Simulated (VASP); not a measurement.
# Be3ReH (Pmmm) in VASP: notebook

The runs below take Be3ReH through single point, with PBE.

All numbers are computed with VASP 6.6.1; they aren't measurements. Logs are shortened: lines on timing, memory, paths and dates and some standing lists are left out, and cuts for length are marked.

## Step 1: The cell of the first run

Symmetry: Pmmm, No. 47, orthorhombic system. The conventional cell has a = 2.479 Å, b = 3.134 Å, c = 11.679 Å, α = 90.00°, β = 90.00°, γ = 90.00°. Within 3.0 Å of Be (site symmetry mmm) lie 10 Be at 2.30 to 2.48 Å and 2 Re at 2.63 Å. Within 3.0 Å of Be (site symmetry mmm) lie 10 Be at 2.27 to 2.48 Å and 2 H at 2.29 Å. Be (site symmetry mm2) has 7 Be at 2.28 to 2.48 Å and 4 Re at 2.49 Å and 2 H at 2.71 Å within 3.0 Å. Within 2.8 Å of Be (site symmetry mm2) lie 7 Be at 2.15 to 2.48 Å and 4 H at 2.34 Å and 2 Re at 2.47 Å. Within 2.5 Å of Re (site symmetry mm2) lie 2 H at 1.82 Å and 6 Be at 2.47 to 2.49 Å and 2 Re at 2.48 Å. Within 2.5 Å of H (site symmetry mm2) lie 2 Re at 1.82 Å and 5 Be at 2.29 to 2.34 Å and 2 H at 2.48 Å.

## Step 2: Single point, PBE, collinear spin

File INCAR:

```
PREC = Accurate ; ENCUT = 520
EDIFF = 1E-6 ; ISMEAR = 0
SIGMA = 0.1 ; LREAL = F
LASPH = T ; NELM = 150
ALGO = Normal ; ISIF = 2
LWAVE = F ; LCHARG = F
ISPIN = 2 ; MAGMOM = 0 0 0 0 0 0 1 1 0 0
LORBIT = 11 ; LMAXMIX = 4
GGA = PE ; NBANDS = 29
```

File KPOINTS:

```
Automatic mesh
0
Gamma
  8 6 2
```

File POSCAR:

```
Be3ReH
1.0
    2.4790960868      0.0000000000      0.0000000000
    0.0000000000      3.1335867435      0.0000000000
    0.0000000000      0.0000000000     11.6793588881
Be Re H
6 2 2
Direct
    0.5000000000      0.5000000000      0.5000000000
    0.5000000000      0.0000000000      0.0000000000
    0.0000000000      0.0000000000      0.5974470178
    0.0000000000      0.5000000000      0.0920382114
    0.0000000000      0.0000000000      0.4025529822
    0.0000000000      0.5000000000      0.9079617886
    0.5000000000      0.5000000000      0.7253224302
    0.5000000000      0.5000000000      0.2746775698
    0.5000000000      0.0000000000      0.8037792886
    0.5000000000      0.0000000000      0.1962207114
```

Potentials or basis: VASP PAW PBE potentials, release 64 (Be, Re, H).

Command:

```bash
> cat potpaw_PBE.64/Be/POTCAR potpaw_PBE.64/Re/POTCAR potpaw_PBE.64/H/POTCAR > POTCAR
> mpirun -np 1 vasp_std > vasp.out
```

OUTCAR:

```text
PREC = Accurate
   ENCUT = 520
   EDIFF = 1E-6
   ISMEAR = 0
   LREAL = F
   LASPH = T
   NELM = 150
   ISIF = 2
   ISPIN = 2
   LORBIT = 11
   GGA = PE

 ion  position               nearest neighbor table
   1  0.500  0.500  0.500-   3 2.30   5 2.30   3 2.30   5 2.30   3 2.30   5 2.30   3 2.30   5 2.30
                             7 2.63   8 2.63
   2  0.500  0.000  0.000-   4 2.27   6 2.27   4 2.27   6 2.27   4 2.27   6 2.27   4 2.27   6 2.27

   3  0.000  0.000  0.597-   5 2.28   1 2.30   1 2.30   1 2.30   1 2.30   7 2.49   7 2.49   7 2.49
                             7 2.49
   4  0.000  0.500  0.092-   6 2.15   2 2.27   2 2.27   2 2.27   2 2.27   8 2.47   8 2.47
   5  0.000  0.000  0.403-   3 2.28   1 2.30   1 2.30   1 2.30   1 2.30   8 2.49   8 2.49   8 2.49
                             8 2.49
   6  0.000  0.500  0.908-   4 2.15   2 2.27   2 2.27   2 2.27   2 2.27   7 2.47   7 2.47
   7  0.500  0.500  0.725-   9 1.82   9 1.82   6 2.47   6 2.47   3 2.49   3 2.49   3 2.49   3 2.49
                             1 2.63
   8  0.500  0.500  0.275-  10 1.82  10 1.82   4 2.47   4 2.47   5 2.49   5 2.49   5 2.49   5 2.49
                             1 2.63
   9  0.500  0.000  0.804-   7 1.82   7 1.82
  10  0.500  0.000  0.196-   8 1.82   8 1.82

  LATTYP: Found a simple orthorhombic cell.
 ALAT       =     2.4790960868
 B/A-ratio  =     1.2640037472
 C/A-ratio  =     4.7111360267

  Lattice vectors:

 A1 = (   2.4790960868,   0.0000000000,   0.0000000000)
 A2 = (   0.0000000000,   3.1335867435,   0.0000000000)
 A3 = (   0.0000000000,   0.0000000000,  11.6793588881)

Analysis of symmetry for initial positions (statically):
=====================================================================
 Subroutine PRICEL returns:
 Original cell was already a primitive cell.

 Routine SETGRP: Setting up the symmetry group for a
 simple orthorhombic supercell.

 Subroutine GETGRP returns: Found  8 space group operations
 (whereof  8 operations were pure point group operations)
 out of a pool of  8 trial point group operations.

The static configuration has the point symmetry D_2h.

Analysis of symmetry for dynamics (positions and initial velocities):
=====================================================================
 Subroutine PRICEL returns:
 Original cell was already a primitive cell.

 Routine SETGRP: Setting up the symmetry group for a
 simple orthorhombic supercell.

 Subroutine GETGRP returns: Found  8 space group operations
 (whereof  8 operations were pure point group operations)
 out of a pool of  8 trial point group operations.

The dynamic configuration has the point symmetry D_2h.

Analysis of structural, dynamic, and magnetic symmetry:
=====================================================================
 Subroutine PRICEL returns:
 Original cell was already a primitive cell.

 Routine SETGRP: Setting up the symmetry group for a
 simple orthorhombic supercell.

 Subroutine GETGRP returns: Found  8 space group operations
 (whereof  8 operations were pure point group operations)
 out of a pool of  8 trial point group operations.

The overall configuration has the point symmetry D_2h.

 Subroutine INISYM returns: Found  8 space group operations
 (whereof  8 operations are pure point group operations),
 and found     1 'primitive' translations

----------------------------------------------------------------------------------------

                                     Primitive cell

  volume of cell :      90.7307

  direct lattice vectors                    reciprocal lattice vectors
     2.479096087  0.000000000  0.000000000     0.403372828  0.000000000  0.000000000
     0.000000000  3.133586743  0.000000000     0.000000000  0.319123127  0.000000000
     0.000000000  0.000000000 11.679358888     0.000000000  0.000000000  0.085621138

  length of vectors
     2.479096087  3.133586743 11.679358888     0.403372828  0.319123127  0.085621138

  position of ions in fractional coordinates (direct lattice)
     0.500000000  0.500000000  0.500000000
     0.500000000  0.000000000  0.000000000
     0.000000000  0.000000000  0.597447018
     0.000000000  0.500000000  0.092038211
[... 81 lines left out ...]
 SYSTEM =  unknown system
   PREC   = accura    normal or accurate (medium, high low for compatibility)
   ISTART =      0    job   : 0-new  1-cont  2-samecut
   ICHARG =      2    charge: 1-file 2-atom 10-const
   ISPIN  =      2    spin polarized calculation?
   LNONCOLLINEAR =      F non collinear calculations
   LSORBIT =      F    spin-orbit coupling
   LASPH  =      T    aspherical Exc in radial PAW
   ENCUT  =  520.0 eV  38.22 Ry    6.18 a.u.   4.61  5.83 21.72*2*pi/ulx,y,z
   NELM   =    150;   NELMIN=  2; NELMDL= -5     # of ELM steps
   EDIFF  = 0.1E-05   stopping-criterion for ELM
   LREAL  =      F    real-space projection
   EDIFFG = 0.1E-04   stopping-criterion for IOM
   NSW    =      0    number of steps for IOM
   IBRION =     -1    ionic relax: 0-MD 1-quasi-New 2-CG
   NFREE  =      0    steps in history (QN), initial steepest desc. (CG)
   ISIF   =      2    stress and relaxation
   ISYM   =      2    0-nonsym 1-usesym 2-fastsym
   POTIM  = 0.5000    time-step for ionic-motion
   TEBEG  =    0.0;   TEEND  =   0.0 temperature during run
   PSTRESS=    0.0 pullay stress
   NELECT =      28.0000    total number of electrons
   NUPDOWN=      -1.0000    fix difference up-down
   EMIN   =  10.00;   EMAX   =-10.00  energy-range for DOS
   EFERMI =   0.00;   METHOD = LEGACY
   ISMEAR =     0;   SIGMA  =   0.10  broadening in eV -4-tet -1-fermi 0-gaus
   EFERMI_NEDOS =   21; number of points for ismear=-14 and -15
   IALGO  =     38    algorithm
   IMIX   =      4    mixing-type and parameters
     AMIX     =   0.40;   BMIX     =  1.00
     AMIX_MAG =   1.60;   BMIX_MAG =  1.00
  volume/ion in A,a.u.               =       9.07        61.23
  Fermi-wavevector in a.u.,A,eV,Ry     =   1.106308  2.090619 16.652414  1.223918
  Thomas-Fermi vector in A             =   2.242807
   LORBIT       =     11    0 simple, 1 ext, 2 COOP (PROOUT), +10 PAW based schemes
   GGA     = PE    functional components
   LHFCALC =     F    Hartree Fock is set to
   AEXX    =    0.0000 exact exchange contribution
   IVDW    =     0    specifies the selected vdW correction
   LEPSILON=     F    determine dielectric tensor
   LRPA    =     F    only Hartree local field effects (RPA)
 spin polarized calculation
 Gauss-broadening in eV      SIGMA  =   0.10
  energy-cutoff  :      520.00
  volume of cell :       90.73
 maximum number of plane-waves:      2473
   NGX =  9   NGY = 11   NGZ = 43

 number of electron      28.0000001 magnetization       0.0000387

 Free energy of the ion-electron system (eV)
  ---------------------------------------------------
  ext. energy  EPLUGINS =         0.00000000
  ---------------------------------------------------
  free energy    TOTEN  =       -51.64571421 eV

  energy without entropy =      -51.62633496  energy(sigma->0) =      -51.63602458

 E-fermi :   6.1276     XC(G=0): -11.2823

 val. band max:        6.1269104691   @ k =   0.5000   0.5000   0.5000
 cond. band min:       6.1317343896   @ k =   0.0000   0.3333   0.5000
 fundamental gap:      0.0048239205
 Fermi energy:         6.1276377803

 spin component 1

 k-point     1 :       0.0000    0.0000    0.0000
  band No.  band energies     occupation
      1      -4.6641      1.00000
      2      -4.0488      1.00000
      3      -3.1208      1.00000
      4      -1.5411      1.00000
      5      -0.0310      1.00000
      6       0.7108      1.00000
[... 685 lines left out ...]
     25      13.5243      0.00000
     26      14.4167      0.00000

 [... further k-points ...]

 spin component 2

 k-point     1 :       0.0000    0.0000    0.0000
  band No.  band energies     occupation
      1      -4.6640      1.00000
      2      -4.0488      1.00000
      3      -3.1208      1.00000
      4      -1.5411      1.00000
      5      -0.0310      1.00000
      6       0.7108      1.00000
[... 685 lines left out ...]
     25      13.5243      0.00000
     26      14.4170      0.00000

 [... further k-points ...]

 [bands above 26 left out]

------------------------ aborting loop because EDIFF is reached ----------------------------------------

  FORCE on cell =-STRESS in cart. coord.  units (eV):
  Direction    XX          YY          ZZ          XY          YZ          ZX
  --------------------------------------------------------------------------------------
  -------------------------------------------------------------------------------------
  Total       -0.2655055      0.2980080      0.0540075      0.0000000      0.0000000      0.0000000
  in kB       -4.6884579      5.2624070      0.9536974      0.0000000      0.0000000      0.0000000
  external PRESSURE =       0.5092155 kB  Pullay stress =       0.0000000 kB

 VOLUME and BASIS-vectors are now :
 -----------------------------------------------------------------------------
  energy-cutoff  :      520.00
  volume of cell :       90.73
      direct lattice vectors                 reciprocal lattice vectors
     2.479096087  0.000000000  0.000000000     0.403372828  0.000000000  0.000000000
     0.000000000  3.133586743  0.000000000     0.000000000  0.319123127  0.000000000
     0.000000000  0.000000000 11.679358888     0.000000000  0.000000000  0.085621138

 POSITION                                       TOTAL-FORCE (eV/Angst)
 -----------------------------------------------------------------------------------
      1.23955      1.56679      5.83968         0.000000     -0.000000      0.000000
      1.23955      0.00000      0.00000         0.000000     -0.000000      0.000000
      0.00000      0.00000      6.97780         0.000000     -0.000000     -0.004392
      0.00000      1.56679      1.07495         0.000000     -0.000000     -0.018439
      0.00000      0.00000      4.70156         0.000000     -0.000000      0.004392
      0.00000      1.56679     10.60441         0.000000     -0.000000      0.018439
      1.23955      1.56679      8.47130         0.000000      0.000000     -0.049472
      1.23955      1.56679      3.20806         0.000000     -0.000000      0.049472
      1.23955      0.00000      9.38763         0.000000     -0.000000      0.034735
      1.23955      0.00000      2.29173         0.000000     -0.000000     -0.034735
 -----------------------------------------------------------------------------------
    total drift:                                0.000000     -0.000000      0.000000

  FREE ENERGIE OF THE ION-ELECTRON SYSTEM (eV)
  ---------------------------------------------------
  free  energy   TOTEN  =       -51.6457142104 eV

  energy  without entropy=      -51.6263349582  energy(sigma->0) =      -51.63602458

 total charge

# of ion       s       p       d       tot
------------------------------------------
    1        0.390   0.635   0.000   1.025
    2        0.407   0.628   0.000   1.035
    3        0.411   0.706   0.000   1.117
    4        0.416   0.639   0.000   1.055
    5        0.411   0.706   0.000   1.117
    6        0.416   0.639   0.000   1.055
    7        0.618   0.620   5.023   6.261
    8        0.618   0.620   5.023   6.261
    9        0.524   0.029   0.000   0.553
   10        0.524   0.029   0.000   0.553
--------------------------------------------------
tot          4.735   5.252  10.046  20.033

 magnetization (x)

# of ion       s       p       d       tot
------------------------------------------
    1       -0.000  -0.000   0.000  -0.000
    2        0.000   0.000   0.000   0.000
    3       -0.000  -0.000   0.000  -0.000
    4        0.000   0.000   0.000   0.000
    5       -0.000  -0.000   0.000  -0.000
    6        0.000   0.000   0.000   0.000
    7        0.000  -0.000   0.000   0.000
    8        0.000  -0.000   0.000   0.000
    9       -0.000   0.000   0.000  -0.000
   10       -0.000   0.000   0.000  -0.000
--------------------------------------------------
tot          0.000   0.000   0.000   0.000
```

It took 5.2 min on 1 thread of Intel Xeon Platinum 8259CL at 2.50GHz (Skylake/Cascade Lake), shared host; peak memory 0.32 GiB.

Results:

| Quantity | Value |
| --- | --- |
| Free energy | -51.6457 eV |
| Pressure | 0.1 GPa |
| Largest force | 0.049 eV/Å |
| Band gap on the k mesh | zero (filled and empty bands overlap) |
| Net moment | 0.00 μB per cell |
| Valence electrons inside the program's atomic spheres | Be 1.02, 1.03, 1.12, 1.05 (each value once); Re 6.26; H 0.55 |

Forces in eV/Å, atoms in the order of the input:
```
Be   0.000  0.000  0.000
Be   0.000  0.000  0.000
Be   0.000  0.000 -0.004
Be   0.000  0.000 -0.018
Be   0.000  0.000  0.004
Be   0.000  0.000  0.018
Re   0.000  0.000 -0.049
Re   0.000  0.000  0.049
H    0.000  0.000  0.035
H    0.000  0.000 -0.035
```

Stress tensor (GPa, compression positive):
```
-0.47  0.00  0.00
 0.00  0.53  0.00
 0.00  0.00  0.10
```

Caveat: spin-orbit coupling is left out, which moves the levels of the heavy elements.

## Step 3: Single point, PBE

File INCAR:

```
PREC = Accurate ; ENCUT = 600
EDIFF = 1E-6 ; ISMEAR = 0
SIGMA = 0.1 ; LREAL = F
LASPH = T ; NELM = 120
ALGO = Normal ; ISIF = 2
LWAVE = F ; LCHARG = F
GGA = PE ; NBANDS = 33
GGA_COMPAT = F
```

KPOINTS is that of step 2.

POSCAR is that of step 2.

Potentials or basis: VASP PAW PBE potentials, release 64 (Be, Re_sv_GW, H).

Command:

```bash
> cat potpaw_PBE.64/Be/POTCAR potpaw_PBE.64/Re_sv_GW/POTCAR potpaw_PBE.64/H/POTCAR > POTCAR
> mpirun -np 1 vasp_std > vasp.out
```

It took 2.1 min on 1 thread of AMD EPYC 7R13 (Zen 3), shared host; peak memory 0.28 GiB.

The run converged. Its results:

```
Free energy            : -54.8936 eV
Pressure               : -0.2 GPa
Largest force          : 0.020 eV/Å
Band gap on the k mesh : zero (bands 22 and 23 overlap by 2.19 eV)
```

Forces on the atoms (eV/Å):
```
Be   0.000  0.000  0.000
Be   0.000  0.000  0.000
Be   0.000  0.000  0.008
Be   0.000  0.000 -0.008
Be   0.000  0.000 -0.008
Be   0.000  0.000  0.008
Re   0.000  0.000 -0.020
Re   0.000  0.000  0.020
H    0.000  0.000 -0.001
H    0.000  0.000  0.001
```

Stress tensor (GPa, compression positive):
```
-0.13  0.00  0.00
 0.00 -0.22  0.00
 0.00  0.00 -0.36
```

Levels at points of the mesh, in eV from the Fermi level:
```
           k point  band 19  band 20  band 21  band 22  band 23  band 24  band 25  band 26
(0.00, 0.00, 0.00)    -1.54    -0.51     0.53     1.25     1.97     2.05     2.34     2.90
(0.50, 0.00, 0.00)    -2.62    -2.44    -1.40    -0.36     0.11     0.18     0.66     3.57
(0.00, 0.50, 0.00)    -2.78    -2.44    -2.03    -0.27     1.72     1.72     1.98     2.06
(0.50, 0.50, 0.00)    -1.72    -1.54    -0.79     0.05     0.42     1.57     1.71     2.19
(0.00, 0.00, 0.50)    -1.65    -0.61     0.84     1.38     1.80     1.99     2.03     2.90
(0.50, 0.00, 0.50)    -2.62    -2.50    -1.04    -0.61     0.11     0.17     0.97     3.01
(0.00, 0.50, 0.50)    -3.26    -2.79    -1.31    -0.27     1.72     1.72     1.94     2.07
(0.50, 0.50, 0.50)    -1.71    -1.56    -0.55     0.00     0.41     1.23     1.65     2.43
```

Caveat: spin-orbit coupling is left out, which moves the levels of the heavy elements.

[end of part 1 of 2]
